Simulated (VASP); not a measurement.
A run of VASP 6.6.1:

The input INCAR:

```
ALGO = Normal
EDIFF = 1E-6
ENCUT = 520
GGA = CA
ISIF = 2
ISMEAR = -1
LASPH = True
LCHARG = True
LELF = True
LREAL = False
LVHAR = True
LWAVE = False
NBANDS = 18
NELM = 100
PREC = Accurate
SIGMA = 0.08
```

KPOINTS

```
k-points
0
Gamma
  13 13 13
```

File POSCAR:

```
Ta
1.0
    0.0000000000      2.6953096699      2.6953096699
    2.6953096699      0.0000000000      2.6953096699
    2.6953096699      2.6953096699      0.0000000000
Ta
2
Direct
   -0.1250000000     -0.1250000000     -0.1250000000
    0.1250000000      0.1250000000      0.1250000000
```

Potentials or basis: VASP PAW LDA potentials, release 64 (Ta_pv).

Run with:

```bash
$ cat potpaw_LDA.64/Ta_pv/POTCAR > POTCAR
$ mpirun -np 1 vasp_std > vasp.out
```

Hardware: 1 thread of Intel(R) Xeon(R) 6975P-C (Granite Rapids), on a shared host.

Problem. Estimate the wall time of this run.

Solution. It took 16 s on 1 thread of Intel(R) Xeon(R) 6975P-C (Granite Rapids) (shared host), peak memory 0.17 GiB. Counts: scf iterations 10, k points 84.
